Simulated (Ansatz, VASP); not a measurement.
## Two plane-wave programs on F

Contents of INCAR:

```
PREC     = Accurate       # precision mode
ENCUT    = 520            # plane-wave cutoff, eV
EDIFF    = 1E-7           # SCF threshold, eV
ISMEAR   = 0              # smearing method
SIGMA    = 0.05           # smearing width, eV
LREAL    = F              # projectors in reciprocal space
LASPH    = T              # aspherical terms in the spheres
NELM     = 100            # most SCF steps
ALGO     = Normal         # electronic algorithm
ISIF     = 2              # what is computed and relaxed
LWAVE    = F              # write WAVECAR
LCHARG   = T              # write CHGCAR
GGA      = PS             # functional
LELF     = T              # ELF
LVHAR    = T            
NBANDS   = 22             # bands
```

The input KPOINTS:

```
Automatic mesh
0
Gamma
  4 4 2
```

The input POSCAR:

```
F
1.0
    3.1494742012     -1.7250650571     -0.2429146204
    3.1494742012      1.7250650571     -0.2429146204
   -2.3936195176      0.0000000000      6.9189581057
F
4
Direct
    0.0848459664      0.0848459664      0.0940038325
    0.9151540336      0.9151540336      0.9059961675
    0.5015719855      0.5015719855      0.5937195244
    0.4984280145      0.4984280145      0.4062804756
```

Input for Ansatz:

```yaml
crystal:
  lattice:
    - [3.1494742012, -1.7250650571, -0.2429146204]
    - [3.1494742012, 1.7250650571, -0.2429146204]
    - [-2.3936195176, 0.0, 6.9189581057]
  atoms:
    - { symbol: F, position: [0.0848459664, 0.0848459664, 0.0940038325] }
    - { symbol: F, position: [0.9151540336, 0.9151540336, 0.9059961675] }
    - { symbol: F, position: [0.5015719855, 0.5015719855, 0.5937195244] }
    - { symbol: F, position: [0.4984280145, 0.4984280145, 0.4062804756] }
basis:
  ecutwfc: 520.0
kpoints:
  mp_grid: { grid: [4, 4, 2] }
hamiltonian:
  xc: pbesol
scf:
  occupations: { method: gaussian, width: 0.05 }
output:
  forces: true
  stress: true
  eigenvalues: true
```

Change from the starting cell: volume 18.294 Å^3 an atom, stretch along a over the lengths across it, relative to the relaxed cell 1.0493.

Alike in both runs: task single point; functional PBEsol; k mesh 4 × 4 × 2; occupations gaussian, width 0.05 eV; no spin polarisation.

```csv
,VASP,Ansatz
version,VASP 6.6.1,Ansatz 0.2.0
potentials or method,"VASP PAW PBE potentials, release 64 (F), cutoff 520 eV","scalar-relativistic, plane waves, PAW"
valence electrons in the cell,28,28
```

VASP gave:

```
gap on the k mesh at the Fermi level (eV)                     : 3.44
least direct gap on the mesh (eV)                             : 3.55
pressure (GPa)                                                : 3.6
traceless stress, the component that is largest in VASP (GPa) : 6.26
rms of the force components (eV/Å)                            : 1.142
```

**Question.** What did Ansatz give for the same quantities?

**Answer.** gap on the k mesh at the Fermi level (eV): 3.53; least direct gap on the mesh (eV): 3.63; pressure (GPa): 3.0; traceless stress, the component that is largest in VASP (GPa): 4.62; rms of the force components (eV/Å): 0.844.

VASP's potentials were made for PBE, not for PBEsol. Atom by atom the forces differ by 0.299 eV/Å (rms over components).

The k mesh is coarse, so the values compare programs but aren't converged.
